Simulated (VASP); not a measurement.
# Li (P2_13) in VASP: notebook

Li is run at these levels: PBE, LDA; tasks: single point.

Program: VASP 6.6.1. These are calculated values, not measurements. Logs are shortened: lines on timing, memory, paths and dates and some standing lists are left out, and cuts for length are marked.

### Step 1. The cell of the first run

Symmetry: P2_13, No. 198, cubic system. Conventional cell: a = 4.454 Å, b = 4.454 Å, c = 4.454 Å, α = 90.00°, β = 90.00°, γ = 90.00°. Within 3.6 Å of Li (site symmetry 3) lie 6 Li at 2.73 Å.

### Step 2. Single point, PBE

File INCAR:

```
SYSTEM = Li
ALGO     = Fast           ! electronic algorithm
EDIFF    = 1E-7           ! SCF threshold, eV
ENCUT    = 520            ! plane-wave cutoff, eV
GGA      = PE             ! functional
ISIF     = 2              ! what is computed and relaxed
ISMEAR   = 0              ! smearing method
LASPH    = .TRUE.         ! aspherical terms in the spheres
LCHARG   = .FALSE.        ! write CHGCAR
LREAL    = .FALSE.        ! projectors in reciprocal space
LWAVE    = .FALSE.        ! write WAVECAR
NBANDS   = 14             ! bands
NELM     = 100            ! most SCF steps
PREC     = Accurate       ! precision mode
SIGMA    = 0.1            ! smearing width, eV
```

File KPOINTS:

```
k-points
0
G
  6 6 6
  0 0 0
```

File POSCAR:

```
Li
1.0
    4.4544403333      0.0000000000      0.0000000000
    0.0000000000      4.4544403333      0.0000000000
    0.0000000000      0.0000000000      4.4544403333
Li
4
Direct
    0.6254320000      0.8745680000      0.1254320000
    0.1254320000      0.6254320000      0.8745680000
    0.3745680000      0.3745680000      0.3745680000
    0.8745680000      0.1254320000      0.6254320000
```

Potentials or basis: VASP PAW PBE potentials, release 64 (Li_sv).

Run with:

```sh
> cat potpaw_PBE.64/Li_sv/POTCAR > POTCAR
> mpirun -np 1 vasp_std > vasp.out
```

OUTCAR:

```text
SYSTEM = Li
   EDIFF = 1E-7
   ENCUT = 520
   GGA = PE
   ISIF = 2
   ISMEAR = 0
   LASPH = .TRUE.
   LREAL = .FALSE.
   NELM = 100
   PREC = Accurate

 ion  position               nearest neighbor table
   1  0.625  0.875  0.125-
   2  0.125  0.625  0.875-
   3  0.375  0.375  0.375-
   4  0.875  0.125  0.625-

  LATTYP: Found a simple cubic cell.
 ALAT       =     4.4544403333

  Lattice vectors:

 A1 = (   4.4544403333,   0.0000000000,   0.0000000000)
 A2 = (   0.0000000000,   4.4544403333,   0.0000000000)
 A3 = (   0.0000000000,   0.0000000000,   4.4544403333)

Analysis of symmetry for initial positions (statically):
=====================================================================
 Subroutine PRICEL returns:
 Original cell was already a primitive cell.

 Routine SETGRP: Setting up the symmetry group for a
 simple cubic supercell.

 Subroutine GETGRP returns: Found 12 space group operations
 (whereof  3 operations were pure point group operations)
 out of a pool of 48 trial point group operations.

The static configuration has the point symmetry C_3 .
 The point group associated with its full space group is T   .

Analysis of symmetry for dynamics (positions and initial velocities):
=====================================================================
 Subroutine PRICEL returns:
 Original cell was already a primitive cell.

 Routine SETGRP: Setting up the symmetry group for a
 simple cubic supercell.

 Subroutine GETGRP returns: Found 12 space group operations
 (whereof  3 operations were pure point group operations)
 out of a pool of 48 trial point group operations.

The dynamic configuration has the point symmetry C_3 .
 The point group associated with its full space group is T   .

 Subroutine INISYM returns: Found 12 space group operations
 (whereof  3 operations are pure point group operations),
 and found     1 'primitive' translations

----------------------------------------------------------------------------------------

                                     Primitive cell

  volume of cell :      88.3852

  direct lattice vectors                    reciprocal lattice vectors
     4.454440333  0.000000000  0.000000000     0.224495094  0.000000000  0.000000000
     0.000000000  4.454440333  0.000000000     0.000000000  0.224495094  0.000000000
     0.000000000  0.000000000  4.454440333     0.000000000  0.000000000  0.224495094

  length of vectors
     4.454440333  4.454440333  4.454440333     0.224495094  0.224495094  0.224495094

  position of ions in fractional coordinates (direct lattice)
     0.625432000  0.874568000  0.125432000
     0.125432000  0.625432000  0.874568000
     0.374568000  0.374568000  0.374568000
     0.874568000  0.125432000  0.625432000

  ion indices of the primitive-cell ions
   primitive index   ion index
                 1           1
                 2           2
                 3           3
                 4           4

----------------------------------------------------------------------------------------

 KPOINTS: k-points

Automatic generation of k-mesh.
 Grid dimensions read from file:
 generate k-points for:    6    6    6

 Generating k-lattice:

  Cartesian coordinates                     Fractional coordinates (reciprocal lattice)
     0.037415849  0.000000000  0.000000000     0.166666667  0.000000000  0.000000000
     0.000000000  0.037415849  0.000000000     0.000000000  0.166666667  0.000000000
     0.000000000  0.000000000  0.037415849     0.000000000  0.000000000  0.166666667

  Length of vectors
     0.037415849  0.037415849  0.037415849

  Shift w.r.t. Gamma in fractional coordinates (k-lattice)
     0.000000000  0.000000000  0.000000000

 Subroutine IBZKPT returns following result:
 ===========================================

 Found     24 irreducible k-points:

 Following reciprocal coordinates:
            Coordinates               Weight
  0.000000  0.000000  0.000000      1.000000
  0.166667  0.000000  0.000000      6.000000
  0.333333  0.000000  0.000000      6.000000
  0.500000  0.000000  0.000000      3.000000
  0.166667  0.166667  0.000000     12.000000
  0.333333  0.166667  0.000000     12.000000
[... 16 lines left out ...]
  0.500000  0.500000  0.333333      6.000000
  0.500000  0.500000  0.500000      1.000000
   k-points           NKPTS =     24   k-points in BZ     NKDIM =     24   number of bands    NBANDS=     14
   number of dos      NEDOS =    301   number of ions     NIONS =      4
   total plane-waves  NPLWV =  46656
   dimension x,y,z NGX =    36 NGY =   36 NGZ =   36
   dimension x,y,z NGXF=    72 NGYF=   72 NGZF=   72
   ions per type =               4
   NGX,Y,Z   is equivalent  to a cutoff of  13.44, 13.44, 13.44 a.u.
   NGXF,Y,Z  is equivalent  to a cutoff of  26.87, 26.87, 26.87 a.u.
 SYSTEM =  Li
   PREC   = accura    normal or accurate (medium, high low for compatibility)
   ISTART =      0    job   : 0-new  1-cont  2-samecut
   ICHARG =      2    charge: 1-file 2-atom 10-const
   ISPIN  =      1    spin polarized calculation?
   LNONCOLLINEAR =      F non collinear calculations
   LSORBIT =      F    spin-orbit coupling
   LASPH  =      T    aspherical Exc in radial PAW
   ENCUT  =  520.0 eV  38.22 Ry    6.18 a.u.   8.28  8.28  8.28*2*pi/ulx,y,z
   NELM   =    100;   NELMIN=  2; NELMDL= -5     # of ELM steps
   EDIFF  = 0.1E-06   stopping-criterion for ELM
   LREAL  =      F    real-space projection
   EDIFFG = 0.1E-05   stopping-criterion for IOM
   NSW    =      0    number of steps for IOM
   IBRION =     -1    ionic relax: 0-MD 1-quasi-New 2-CG
   NFREE  =      0    steps in history (QN), initial steepest desc. (CG)
   ISIF   =      2    stress and relaxation
   ISYM   =      2    0-nonsym 1-usesym 2-fastsym
   POTIM  = 0.5000    time-step for ionic-motion
   TEBEG  =    0.0;   TEEND  =   0.0 temperature during run
   PSTRESS=    0.0 pullay stress
   NELECT =      12.0000    total number of electrons
   NUPDOWN=      -1.0000    fix difference up-down
   EMIN   =  10.00;   EMAX   =-10.00  energy-range for DOS
   EFERMI =   0.00;   METHOD = LEGACY
   ISMEAR =     0;   SIGMA  =   0.10  broadening in eV -4-tet -1-fermi 0-gaus
   EFERMI_NEDOS =   21; number of points for ismear=-14 and -15
   IALGO  =     68    algorithm
   IMIX   =      4    mixing-type and parameters
     AMIX     =   0.40;   BMIX     =  1.00
     AMIX_MAG =   1.60;   BMIX_MAG =  1.00
  volume/ion in A,a.u.               =      22.10       149.11
  Fermi-wavevector in a.u.,A,eV,Ry     =   0.841412  1.590038  9.632576  0.707974
  Thomas-Fermi vector in A             =   1.955952
   LORBIT       =      0    0 simple, 1 ext, 2 COOP (PROOUT), +10 PAW based schemes
   GGA     = PE    functional components
   LHFCALC =     F    Hartree Fock is set to
   AEXX    =    0.0000 exact exchange contribution
   IVDW    =     0    specifies the selected vdW correction
   LEPSILON=     F    determine dielectric tensor
   LRPA    =     F    only Hartree local field effects (RPA)
 non-spin polarized calculation
 RMM-DIIS sequential band-by-band and
 Gauss-broadening in eV      SIGMA  =   0.10
  energy-cutoff  :      520.00
  volume of cell :       88.39
 maximum number of plane-waves:      2408
 NGX is ok and might be reduce to    36
   NGX = 17   NGY = 17   NGZ = 17

 number of electron      12.0000026 magnetization

 Free energy of the ion-electron system (eV)
  ---------------------------------------------------
  ext. energy  EPLUGINS =         0.00000000
  ---------------------------------------------------
  free energy    TOTEN  =        -6.59585629 eV

  energy without entropy =       -6.58719111  energy(sigma->0) =       -6.59152370

 E-fermi :   0.5885     XC(G=0):  -6.8278

 val. band max:        0.5841498181   @ k =   0.3333   0.3333   0.0000
 cond. band min:       0.6665398160   @ k =   0.5000   0.5000   0.5000
 fundamental gap:      0.0823899979
 Fermi energy:         0.5884928030

 k-point     1 :       0.0000    0.0000    0.0000
  band No.  band energies     occupation
      1     -46.6849      2.00000
      2     -46.6442      2.00000
      3     -46.6442      2.00000
      4     -46.6442      2.00000
      5      -3.0125      2.00000
      6       2.6773      0.00000
      7       2.6773      0.00000
      8       2.6773      0.00000
      9       2.8659      0.00000
     10       2.8659      0.00000
     11       2.8659      0.00000
     12       8.4496      0.00000
     13       8.4497      0.00000
     14       8.7990      0.00000

 k-point     2 :       0.1667    0.0000    0.0000
  band No.  band energies     occupation
      1     -46.6829      2.00000
      2     -46.6508      2.00000
      3     -46.6435      2.00000
      4     -46.6404      2.00000
      5      -2.8540      2.00000
      6       1.0309      0.00000
      7       2.7028      0.00000
      8       2.7313      0.00000
      9       3.0078      0.00000
     10       3.0484      0.00000
     11       4.7147      0.00000
     12       7.2240      0.00000
     13       7.8593      0.00000
     14       7.8731      0.00000

 k-point     3 :       0.3333    0.0000    0.0000
  band No.  band energies     occupation
      1     -46.6770      2.00000
      2     -46.6593      2.00000
      3     -46.6419      2.00000
      4     -46.6392      2.00000
      5      -2.3748      2.00000
      6      -0.4341      2.00000
      7       2.8143      0.00000
      8       2.8474      0.00000
      9       3.5005      0.00000
     10       3.5519      0.00000
     11       5.9769      0.00000
     12       6.0030      0.00000
     13       6.3749      0.00000
     14       6.9536      0.00000

 k-point     4 :       0.5000    0.0000    0.0000
  band No.  band energies     occupation
      1     -46.6687      2.00000
      2     -46.6687      2.00000
      3     -46.6401      2.00000
      4     -46.6401      2.00000
      5      -1.5701      2.00000
      6      -1.5701      2.00000
      7       2.9009      0.00000
      8       2.9009      0.00000
      9       3.9504      0.00000
     10       3.9504      0.00000
     11       5.4349      0.00000
     12       5.4349      0.00000
     13       6.3777      0.00000
     14       6.3777      0.00000

 k-point     5 :       0.1667    0.1667    0.0000
  band No.  band energies     occupation
      1     -46.6809      2.00000
      2     -46.6529      2.00000
      3     -46.6442      2.00000
      4     -46.6394      2.00000
      5      -2.6953      2.00000
      6       0.9843      0.00000
      7       1.4023      0.00000
      8       2.8440      0.00000
      9       2.9948      0.00000
     10       4.1386      0.00000
     11       5.2501      0.00000
[... 276 lines left out ...]
 k-point    22 :       0.5000    0.3333    0.3333
  band No.  band energies     occupation
      1     -46.6614      2.00000
      2     -46.6614      2.00000
      3     -46.6472      2.00000
      4     -46.6472      2.00000
      5      -0.3756      2.00000
      6      -0.3756      2.00000
      7       1.1263      0.00000
      8       1.1263      0.00000
      9       2.5624      0.00000
     10       2.5624      0.00000
     11       3.8971      0.00000
     12       3.8971      0.00000
     13      10.3156      0.00000
     14      10.3181      0.00000

 k-point    23 :       0.5000    0.5000    0.3333
  band No.  band energies     occupation
      1     -46.6593      2.00000
      2     -46.6593      2.00000
      3     -46.6493      2.00000
      4     -46.6493      2.00000
      5       0.1188      2.00000
      6       0.1188      2.00000
      7       0.6691      0.25440
      8       0.6691      0.25440
      9       2.8976      0.00000
     10       2.8976      0.00000
     11       2.9380      0.00000
     12       2.9380      0.00000
     13      11.1322      0.00000
     14      11.1429      0.00000

 k-point    24 :       0.5000    0.5000    0.5000
  band No.  band energies     occupation
      1     -46.6542      2.00000
      2     -46.6542      2.00000
      3     -46.6542      2.00000
      4     -46.6542      2.00000
      5       0.6665      0.26970
      6       0.6665      0.26970
      7       0.6665      0.26970
      8       0.6665      0.26970
      9       2.3489      0.00000
     10       2.3489      0.00000
     11       2.3489      0.00000
     12       2.3489      0.00000
     13      12.4098      0.00000
     14      12.4098      0.00000

------------------------ aborting loop because EDIFF is reached ----------------------------------------

  FORCE on cell =-STRESS in cart. coord.  units (eV):
  Direction    XX          YY          ZZ          XY          YZ          ZX
  --------------------------------------------------------------------------------------
  -------------------------------------------------------------------------------------
  Total        0.0060812      0.0060812      0.0060812     -0.0000000      0.0000000      0.0000000
  in kB        0.1102361      0.1102361      0.1102361     -0.0000000      0.0000000      0.0000000
  external PRESSURE =       0.1102361 kB  Pullay stress =       0.0000000 kB

 VOLUME and BASIS-vectors are now :
 -----------------------------------------------------------------------------
  energy-cutoff  :      520.00
  volume of cell :       88.39
      direct lattice vectors                 reciprocal lattice vectors
     4.454440333  0.000000000  0.000000000     0.224495094  0.000000000  0.000000000
     0.000000000  4.454440333  0.000000000     0.000000000  0.224495094  0.000000000
     0.000000000  0.000000000  4.454440333     0.000000000  0.000000000  0.224495094

 POSITION                                       TOTAL-FORCE (eV/Angst)
 -----------------------------------------------------------------------------------
      2.78595      3.89571      0.55873         0.002643     -0.002643      0.002643
      0.55873      2.78595      3.89571         0.002643      0.002643     -0.002643
      1.66849      1.66849      1.66849        -0.002643     -0.002643     -0.002643
      3.89571      0.55873      2.78595        -0.002643      0.002643      0.002643
 -----------------------------------------------------------------------------------
    total drift:                               -0.000000     -0.000000      0.000000

  FREE ENERGIE OF THE ION-ELECTRON SYSTEM (eV)
  ---------------------------------------------------
  free  energy   TOTEN  =        -6.5958562894 eV

  energy  without entropy=       -6.5871911148  energy(sigma->0) =       -6.59152370
```

Run time: 46 s. Hardware: 1 thread of Intel Xeon 6975P-C (Granite Rapids), shared host; peak memory 0.19 GiB.

Results:

| Item | Value |
| --- | --- |
| Free energy | -6.5959 eV |
| Largest force | 0.005 eV/Å |
| Band gap on the k mesh | zero (bands 6 and 7 overlap by 2.36 eV) |

Forces on the atoms (eV/Å):
```
Li   0.003 -0.003  0.003
Li   0.003  0.003 -0.003
Li  -0.003 -0.003 -0.003
Li  -0.003  0.003  0.003
```

Caveat: the cutoff is under 1.25 times the usual one of these potentials, so pressure, stress and relaxed cells hold a basis-set (Pulay) error.

### Step 3. Single point, LDA

File INCAR:

```
PREC     = Accurate       # precision mode
ENCUT    = 520            # plane-wave cutoff, eV
EDIFF    = 1E-6           # SCF threshold, eV
ISMEAR   = 0              # smearing method
SIGMA    = 0.02           # smearing width, eV
LREAL    = False          # projectors in reciprocal space
LASPH    = True           # aspherical terms in the spheres
NELM     = 60             # most SCF steps
ALGO     = Normal         # electronic algorithm
ISIF     = 2              # what is computed and relaxed
LWAVE    = False          # write WAVECAR
LCHARG   = False          # write CHGCAR
GGA      = CA             # functional
NBANDS   = 14             # bands
```

File KPOINTS:

```
regular mesh
0
Gamma
  6 6 6
```

POSCAR is that of step 2.

Potentials or basis: VASP PAW LDA potentials, release 64 (Li_sv).

Run with:

```sh
> cat potpaw_LDA.64/Li_sv/POTCAR > POTCAR
> mpirun -np 1 vasp_std > vasp.out
```

Wall time 35 s (1 thread of Intel Xeon 6975P-C (Granite Rapids), shared host); peak memory 0.15 GiB.

It converged, with:

* Free energy: -7.1277 eV
* Largest force: 0.004 eV/Å
* Band gap on the k mesh: zero (bands 6 and 7 overlap by 2.29 eV)

Forces on the atoms (eV/Å):
```
Li   0.003 -0.003  0.003
Li   0.003  0.003 -0.003
Li  -0.003 -0.003 -0.003
Li  -0.003  0.003  0.003
```

Levels at points of the mesh, in eV from the Fermi level:
```
           k point  band 4  band 5  band 6  band 7  band 8  band 9
(0.00, 0.00, 0.00)  -46.34   -3.57    2.01    2.01    2.01    2.25
(0.50, 0.00, 0.00)  -46.34   -2.15   -2.15    2.22    2.22    3.27
(0.50, 0.50, 0.00)  -46.35   -1.11   -1.11   -0.28   -0.28    3.71
(0.50, 0.50, 0.50)  -46.36    0.04    0.04    0.04    0.04    1.74
```

Caveat: the cutoff is under 1.25 times the usual one of these potentials, so pressure, stress and relaxed cells hold a basis-set (Pulay) error.

The gap in the log of VASP goes by the Fermi energy; the results here count the filled bands.